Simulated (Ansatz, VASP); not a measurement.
## Fe in VASP and in Ansatz

INCAR

```
SYSTEM = Fe
PREC = Accurate ; ENCUT = 520
EDIFF = 1E-6 ; ISMEAR = -1
SIGMA = 0.05 ; LREAL = .False.
LASPH = .True. ; NELM = 150
ALGO = Normal ; ISIF = 2
LWAVE = .False. ; LCHARG = .False.
ISPIN = 2 ; MAGMOM = 1.988
LORBIT = 11 ; LMAXMIX = 4
NBANDS = 14
```

KPOINTS

```
Automatic mesh
0
Gamma
  26 26 26
  0 0 0
```

File POSCAR:

```
Fe
1.0
   -1.3745984210      1.3745984210      1.3745984210
    1.3745984210     -1.3745984210      1.3745984210
    1.3745984210      1.3745984210     -1.3745984210
Fe
1
Direct
    0.0000000000      0.0000000000      0.0000000000
```

Input for Ansatz:

```yaml
crystal:
  lattice:
    - [-1.374598421, 1.374598421, 1.374598421]
    - [1.374598421, -1.374598421, 1.374598421]
    - [1.374598421, 1.374598421, -1.374598421]
  atoms:
    - { symbol: Fe, position: [0.0, 0.0, 0.0], spin: 1.988 }
hamiltonian:
  xc: lda
  pseudopotentials:
    kind: paw
    azcp:
      Fe: "pseudopotentials/Fe.paw.azcp"
basis:
  ecutwfc: 420
  fft_grid_basis: typed
kpoints:
  mp_grid: { grid: [26, 26, 26], shift: [0, 0, 0] }
magnetization:
  spin_polarized: true
scf:
  occupations: { method: fermi_dirac, width: 0.05 }
  lower_state_search: "off"
output:
  stress: true
  write_density: true
  write_potential: true
  elf: true
  volumetric_format: npy
```

Alike in both runs: task single point; functional LDA; k mesh 26 × 26 × 26; occupations fermi-dirac, width 0.05 eV; collinear spin.

```csv
,VASP,Ansatz
version,VASP 6.6.1,Ansatz 0.2.0
potentials or method,"VASP PAW LDA potentials, release 64 (Fe), cutoff 520 eV","plane waves (420 eV) with PAW, scalar-relativistic"
valence electrons in the cell,8,16
```

```tsv
	VASP	Ansatz	Ansatz less VASP
pressure (GPa)	-0.6	0.3	+0.96
net moment per atom (μB)	1.95	1.99	+0.035
size of the moment on the site where the two differ most (μB)	1.92	1.99	+0.068
```

Ansatz warns that its potentials were made for another functional, while VASP's fit it. LDA's correlation is that of Perdew and Zunger in VASP and of Perdew and Wang (1992) in Ansatz. Site moments also hang on the region over which each program counts them. VASP's potentials hold 8 valence electrons a cell and Ansatz's 16, so a difference there can come from the potentials and not from the codes.
